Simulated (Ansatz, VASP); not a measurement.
Two plane-wave programs on Sn

The input INCAR:

```
PREC = Accurate ; ENCUT = 520
EDIFF = 1E-6 ; ISMEAR = -1
SIGMA = 0.1 ; LREAL = F
LASPH = T ; NELM = 80
ALGO = Normal ; ISIF = 2
LWAVE = F ; LCHARG = F
GGA = RE ; NBANDS = 28
```

The input KPOINTS:

```
Automatic mesh
0
Gamma
  8 8 11
```

The input POSCAR:

```
Sn
1.0
    5.2990728779      0.0000000000      0.0000000000
   -2.6495364390      4.5891317288      0.0000000000
    0.0000000000      0.0000000000      3.2331999920
Sn
3
Direct
    0.0000000000      0.0000000000      0.0000000000
    0.3333333333      0.6666666667      0.5000000000
    0.6666666667      0.3333333333      0.5000000000
```

Input for Ansatz:

```yaml
crystal:
  lattice:
    - [5.2990728779, 0.0, 0.0]
    - [-2.649536439, 4.5891317288, 0.0]
    - [0.0, 0.0, 3.233199992]
  atoms:
    - { symbol: Sn, position: [0.0, 0.0, 0.0] }
    - { symbol: Sn, position: [0.3333333333, 0.6666666667, 0.5] }
    - { symbol: Sn, position: [0.6666666667, 0.3333333333, 0.5] }
hamiltonian:
  xc: revpbe
  pseudopotentials:
    kind: paw
    azcp:
      Sn: "pseudopotentials/Sn.paw.azcp"
basis:
  ecutwfc: 420
  fft_grid_basis: typed
kpoints:
  mp_grid: { grid: [8, 8, 11], shift: [0, 0, 0] }
magnetization:
  spin_polarized: false
scf:
  occupations: { method: fermi_dirac, width: 0.1 }
  lower_state_search: "off"
output:
  stress: true
  write_density: true
  write_potential: true
  elf: true
  volumetric_format: npy
```

Alike in both runs: task single point; functional revPBE; k mesh 8 × 8 × 11; occupations fermi-dirac, width 0.1 eV; no spin polarisation.

|  | VASP | Ansatz |
| --- | --- | --- |
| version | VASP 6.6.1 | Ansatz 0.2.0 |
| potentials or method | VASP PAW PBE potentials, release 64 (Sn_d), cutoff 520 eV | plane waves (420 eV) with PAW, scalar-relativistic |
| valence electrons in the cell | 42 | 42 |

Ansatz gave:

| Quantity | Value |
| --- | --- |
| pressure (GPa) | 4.8 |
| traceless stress, the component that is largest in VASP (GPa) | -2.20 |

Q: Which values does VASP return?

A: Pressure (GPa): 4.8; traceless stress, the component that is largest in VASP (GPa): -2.19.

VASP's potentials were made for PBE, not for revPBE.
